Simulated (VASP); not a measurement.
Set up this calculation in VASP 6.6.1, as the native input.

| Property | Result |
| --- | --- |
| Task | single point |
| Functional | PBE |
| Potentials or basis | VASP PAW PBE potentials, release 64 (Al, As, H) |
| Cutoff | 520 eV |
| k mesh | 3 × 3 × 3 |
| Occupations | gaussian, width 0.01 eV |
| Spin | collinear spin |
| Starting moments | [0.125, 0.125, 0.125, 0.125, 0.125, 0.125, 0.0, 0.125, 0.125] μB |
| Dipole correction | no |
| Further INCAR settings | ALGO = Normal; EDIFF = 1e-06; NBANDS = 30 |

The structure of Al4As4H (a cell with a defect) lies in POSCAR:

```
Al4As4H
1.0
    0.0000000000      5.7279123196      0.0000000000
    0.0000000000      0.0000000000     -5.7279123196
   -5.7279123196      0.0000000000      0.0000000000
Al As H
4 4 1
Direct
    0.4963454686      0.9963454686      0.5036545314
    0.0036545314      0.9963454686     -0.0036545314
    0.4963454686      0.5036545314     -0.0036545314
    0.0036545314      0.5036545314      0.5036545314
    0.7500000000      0.7500000000      0.7500000000
    0.2500000000      0.7500000000      0.2500000000
    0.7500000000      0.2500000000      0.2500000000
    0.2500000000      0.2500000000      0.7500000000
    0.2500000000      0.7500000000      0.7500000000
```

This cell differs from its parent crystal: with an interstitial atom, then relaxed in part.

These files were run (other wordings do the same):

INCAR

```
SYSTEM = Al4As4H
PREC     = Accurate       ! precision mode
ENCUT    = 520            ! plane-wave cutoff, eV
EDIFF    = 1E-6           ! SCF threshold, eV
ISMEAR   = 0              ! smearing method
SIGMA    = 0.01           ! smearing width, eV
LREAL    = .FALSE.        ! projectors in reciprocal space
LASPH    = .TRUE.         ! aspherical terms in the spheres
NELM     = 150            ! most SCF steps
ALGO     = Normal         ! electronic algorithm
ISIF     = 2              ! what is computed and relaxed
LWAVE    = .FALSE.        ! write WAVECAR
LCHARG   = .FALSE.        ! write CHGCAR
ISPIN    = 2              ! spin polarisation
MAGMOM   = 0.125 0.125 0.125 0.125 0.125 0.125 0 0.125 0.125 ! initial moments
LORBIT   = 11             ! projections on sites
GGA      = PE             ! functional
NBANDS   = 30             ! bands
```

KPOINTS

```
regular mesh
0
G
  3 3 3
  0 0 0
```

Potentials or basis: VASP PAW PBE potentials, release 64 (Al, As, H).

Run with:

```console
$ cat potpaw_PBE.64/Al/POTCAR potpaw_PBE.64/As/POTCAR potpaw_PBE.64/H/POTCAR > POTCAR
$ mpirun -np 1 vasp_std > vasp.out
```

It gave:

| Item | Value |
| --- | --- |
| Pressure | 0.4 GPa |
| Largest force | 0.019 eV/Å |
| Band gap on the k mesh | zero (filled and empty bands overlap) |
| Net moment | 1.00 μB per cell |
| Site moments | Al +0.01; As +0.06, +0.05 (each value once); H +0.22 μB |
| Valence electrons inside the program's atomic spheres | Al 0.76; As 2.88, 2.85 (each value once); H 0.43 |

Caveat: the k points lie up to 0.37 Å⁻¹ apart; the cell differs from its parent crystal (with an interstitial atom, then relaxed in part).

Wall time 3.3 min on 1 thread of Intel Xeon 8259CL, on a shared host, peak memory 0.4 GiB.
